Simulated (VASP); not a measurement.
A run of VASP 6.6.1 is set up as follows.

File POSCAR:

```
MgO
1.0
    2.1022009534      2.1022009534      0.0000000000
   -2.1022009534      2.1022009534      0.0000000000
    0.0000000000      0.0000000000      4.2044019069
Mg O
2 2
Direct
    0.0000000000      0.0000000000      0.0000000000
    0.5000000000      0.5000000000      0.5000000000
    0.5000000000      0.5000000000      0.0000000000
    0.0000000000      0.0000000000      0.5000000000
```

The input INCAR.step1:

```
PREC = Accurate
ENCUT = 920
ISMEAR = 0
SIGMA = 0.02
LREAL = False
LASPH = True
NELM = 120
NBANDS = 24
GGA = PE
ALGO = Normal
EDIFF = 1E-5
LWAVE = True
LCHARG = False
GGA_COMPAT = False
```

File INCAR.step2:

```
PREC = Accurate
ENCUT = 920
EDIFF = 1E-6
ISMEAR = 0
SIGMA = 0.02
LREAL = False
LASPH = True
NELM = 120
ALGO = Normal
ISIF = 2
LWAVE = False
LCHARG = True
METAGGA = R2SCAN
LMIXTAU = True
LELF = True
LVHAR = True
NBANDS = 24
ISTART = 1
GGA_COMPAT = False
```

The input KPOINTS:

```
Automatic mesh
0
Gamma
  8 8 6
```

Potentials or basis: VASP PAW PBE potentials, release 64 (Mg_sv, O).

Run with:

```bash
$ cat potpaw_PBE.64/Mg_sv/POTCAR potpaw_PBE.64/O/POTCAR > POTCAR
$ cp INCAR.step1 INCAR
$ mpirun -np 1 vasp_std > vasp.out
$ cp INCAR.step2 INCAR
$ mpirun -np 1 vasp_std > vasp.out
```

(1) Predict the band gap on the k mesh.

(2) What does it give for the pressure?

Results:

(1) 5.70 eV.

(2) 0.7 GPa.

Caveat: the PAW data sets were made with another functional, which shifts forces and pressure a little.
